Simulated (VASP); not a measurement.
Input of a VASP 6.6.1 run:

INCAR

```
SYSTEM = Pt
  PREC = Accurate
  ENCUT = 520
  EDIFF = 1E-7
  ISMEAR = 0
  SIGMA = 0.15
  LREAL = .FALSE.
  LASPH = .TRUE.
  NELM = 100
  ALGO = Fast
  ISIF = 2
  LWAVE = .FALSE.
  LCHARG = .FALSE.
  GGA = PE
  NBANDS = 11
```

Contents of KPOINTS:

```
Automatic mesh
0
G
  22 22 22
  0 0 0
```

File POSCAR:

```
Pt
1.0
   -1.5842200000      1.5842200000      1.5842200000
    1.5842200000     -1.5842200000      1.5842200000
    1.5842200000      1.5842200000     -1.5842200000
Pt
1
Direct
    0.0000000000      0.0000000000      0.0000000000
```

Potentials or basis: VASP PAW PBE potentials, release 64 (Pt).

Launch:

```bash
$ cat potpaw_PBE.64/Pt/POTCAR > POTCAR
$ mpirun -np 1 vasp_std > vasp.out
```

Task: What does it give for the band gap on the k mesh?

Result: Zero (band 5 reaches 11.07 eV, above the bottom of band 6 at 8.95 eV).

Task: Predict the pressure.

Result: -1.5 GPa.

Caveat: spin-orbit coupling is left out, which moves the levels of the heavy elements.
